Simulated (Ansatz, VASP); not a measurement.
**Two plane-wave programs on Sn**

The input INCAR:

```
  PREC = Accurate
  ENCUT = 500
  EDIFF = 1E-6
  ISMEAR = 0
  SIGMA = 0.1
  LREAL = False
  LASPH = True
  NELM = 120
  ALGO = Normal
  ISIF = 2
  LWAVE = False
  LCHARG = True
  GGA = PE
  LELF = True
  LVHAR = True
  NBANDS = 28
  GGA_COMPAT = False
```

File KPOINTS:

```
Automatic mesh
0
Gamma
  4 4 4
```

POSCAR

```
Sn
1.0
    4.4339265300      0.0000000000      0.0000000000
    0.0000000000      4.4339265300      0.0000000000
    0.0000000000      0.0000000000      4.4339265300
Sn
3
Direct
    0.5000000000      0.0000000000      0.0000000000
    0.0000000000      0.5000000000      0.0000000000
    0.0000000000      0.0000000000      0.5000000000
```

Input for Ansatz:

```yaml
crystal:
  lattice:
    - [4.43392653, 0.0, 0.0]
    - [0.0, 4.43392653, 0.0]
    - [0.0, 0.0, 4.43392653]
  atoms:
    - { symbol: Sn, position: [0.5, 0.0, 0.0] }
    - { symbol: Sn, position: [0.0, 0.5, 0.0] }
    - { symbol: Sn, position: [0.0, 0.0, 0.5] }
basis:
  ecutwfc: 420
kpoints:
  mp_grid: { grid: [4, 4, 4] }
hamiltonian:
  xc: pbe
scf:
  occupations: { method: gaussian, width: 0.1 }
  lower_state_search: "off"
output:
  forces: true
  stress: true
  eigenvalues: true
```

Alike in both runs: task single point; functional PBE; k mesh 4 × 4 × 4; occupations gaussian, width 0.1 eV; no spin polarisation.

|  | VASP | Ansatz |
| --- | --- | --- |
| version | VASP 6.6.1 | Ansatz 0.2.0 |
| potentials or method | VASP PAW PBE potentials, release 64 (Sn_d), cutoff 500 eV | scalar-relativistic, plane waves, PAW |
| valence electrons in the cell | 42 | 42 |

Ansatz gave:

```
gap on the k mesh at the Fermi level (eV) : none
pressure (GPa)                            : 4.1
```

Problem. Estimate VASP's values.

Solution. gap on the k mesh at the Fermi level (eV): none; pressure (GPa): 4.0.

A gap of «none» marks a metal or a gap that the smearing closes.
